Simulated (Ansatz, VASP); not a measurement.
# CdBr in VASP and in Ansatz

```xyz
2
Lattice="3.2946 0.0000 0.0000 0.0000 3.2946 0.0000 0.0000 0.0000 4.7448" Properties=species:S:1:pos:R:3 pbc="T T T"
Cd    0.0000    0.0000    0.0000
Br    1.6473    1.6473    2.3724
```

Change from the starting cell: volume scaled by 0.94.

Alike in both runs: task single point; functional PBE; k mesh 8 × 8 × 6; occupations fermi-dirac, width 0.05 eV; no spin polarisation.

```csv
,VASP,Ansatz
version,VASP 6.6.1,Ansatz 0.2.0
potentials or method,"VASP PAW PBE potentials, release 64 (Cd, Br), cutoff 520 eV","all-electron LAPW, scalar-relativistic"
```

Ansatz gave:

- gap on the k mesh at the Fermi level (eV): none
- pressure (GPa): 2.1
- traceless stress, the component that is largest in VASP (GPa): -7.54

Problem. Estimate VASP's values.

Solution. gap on the k mesh at the Fermi level (eV): none; pressure (GPa): 2.2; traceless stress, the component that is largest in VASP (GPa): -7.52.

A gap of «none» marks a metal or a gap that the smearing closes. Ansatz ran all-electron here, and VASP with PAW potentials.
